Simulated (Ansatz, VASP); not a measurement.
B3N2 in VASP and in Ansatz

```
CELL_PARAMETERS angstrom
3.13419 0.00000 0.00000
-1.56710 2.71429 0.00000
0.00000 0.00000 3.78425
ATOMIC_POSITIONS crystal
B 0.00000 0.00000 0.00000
B 0.33333 0.66667 0.62500
B 0.66667 0.33333 0.37500
N 0.33333 0.66667 0.13800
N 0.66667 0.33333 0.86200
```

Alike in both runs: task single point; functional PBE; k mesh 6 × 6 × 6; occupations gaussian, width 0.1 eV; no spin polarisation.

|  | VASP | Ansatz |
| --- | --- | --- |
| version | VASP 6.6.1 | Ansatz 0.2.0 |
| potentials or method | VASP PAW PBE potentials, release 64 (B, N), cutoff 600 eV | scalar-relativistic, plane waves, PAW |
| valence electrons in the cell | 19 | 19 |

Ansatz gave:

* gap on the k mesh at the Fermi level (eV): none
* pressure (GPa): 22.4
* traceless stress, the component that is largest in VASP (GPa): 15.94
* rms of the force components (eV/Å): 1.413

Estimate VASP's values.

gap on the k mesh at the Fermi level (eV): none; pressure (GPa): 21.9; traceless stress, the component that is largest in VASP (GPa): 15.96; rms of the force components (eV/Å): 1.411.

Atom by atom the forces differ by 0.002 eV/Å (rms over components). A gap of «none» marks a metal or a gap that the smearing closes.

The k mesh is coarse, so the values compare programs but aren't converged.
